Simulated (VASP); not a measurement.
Wanted: the native input for a VASP 6.6.1 run.

```
Task                   : single point
Functional             : BLYP
Potentials or basis    : VASP PAW PBE potentials, release 64 (Cd_sv_GW, S)
Cutoff                 : 630 eV
k mesh                 : 8 × 8 × 8
Occupations            : fermi-dirac, width 0.05 eV
Spin                   : no spin polarisation
Dipole correction      : no
Further INCAR settings : ALGO = Normal; EDIFF = 1e-06; NBANDS = 20
```

The structure of CdS lies in POSCAR:

```
CdS
1.0
    0.0000000000      2.8075225447      2.8075225447
    2.8075225447      0.0000000000      2.8075225447
    2.8075225447      2.8075225447      0.0000000000
Cd S
1 1
Direct
    0.0000000000      0.0000000000      0.0000000000
    0.5000000000      0.5000000000      0.5000000000
```

The input as run:

INCAR

```
SYSTEM = CdS
PREC = Accurate
ENCUT = 630
EDIFF = 1E-6
ISMEAR = -1
SIGMA = 0.05
LREAL = .FALSE.
LASPH = .TRUE.
NELM = 120
ALGO = Normal
ISIF = 2
LWAVE = .FALSE.
LCHARG = .FALSE.
GGA = B5
ALDAX = 1.0
AGGAX = 1.0
AGGAC = 1.0
ALDAC = 0.0
NBANDS = 20
GGA_COMPAT = .FALSE.
```

KPOINTS

```
regular mesh
0
G
  8 8 8
  0 0 0
```

Potentials or basis: VASP PAW PBE potentials, release 64 (Cd_sv_GW, S).

Launch:

```console
$ cat potpaw_PBE.64/Cd_sv_GW/POTCAR potpaw_PBE.64/S/POTCAR > POTCAR
$ mpirun -np 1 vasp_std > vasp.out
```

Results of the run:

The pressure is -0.1 GPa. The band gap on the k mesh is 0.17 eV (least direct gap 1.19 eV).

Caveat: semilocal functionals underestimate gaps, and a narrow one can read as zero; the PAW data sets were made with another functional, which shifts forces and pressure a little.

It took 43 s on 1 thread of AMD EPYC 7R13 Processor (Zen 3), with other jobs on the host, peak memory 0.2 GiB.
